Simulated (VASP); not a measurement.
Crystal: Ge.

```
CELL_PARAMETERS angstrom
0.00000 2.88574 5.11566
2.63050 0.00000 5.11566
2.63050 2.88574 0.00000
ATOMIC_POSITIONS crystal
Ge 0.78187 0.78187 0.21813
Ge 0.21813 0.21813 0.78187
Ge 0.27351 0.72649 0.27351
Ge 0.72649 0.27351 0.72649
```

Base run:

* Program: VASP 6.6.1
* Functional: BLYP
* Potentials or basis: VASP PAW PBE potentials, release 64 (Ge_d)
* Cutoff: 520 eV
* k mesh: 6 × 6 × 6
* Occupations: gaussian, width 0.15 eV
* Spin: no spin polarisation

Its results: band gap on the k mesh zero (bands 28 and 29 overlap by 3.18 eV); pressure 6.5 GPa; largest force 0.030 eV/Å.

Question: The run is repeated on the same cell with these changes: functional from BLYP to LDA; potentials or basis from VASP PAW PBE potentials, release 64 (Ge_d) to VASP PAW LDA potentials, release 64 (Ge_d). What comes out?

Answer: Band gap on the k mesh zero (bands 28 and 29 overlap by 3.22 eV); pressure -5.0 GPa; largest force 0.020 eV/Å.

Caveats: the cell stands under pressure (at least some runs); the PAW data sets were made with another functional, which shifts forces and pressure a little (at least some runs); the cell stands under tension (at least some runs).
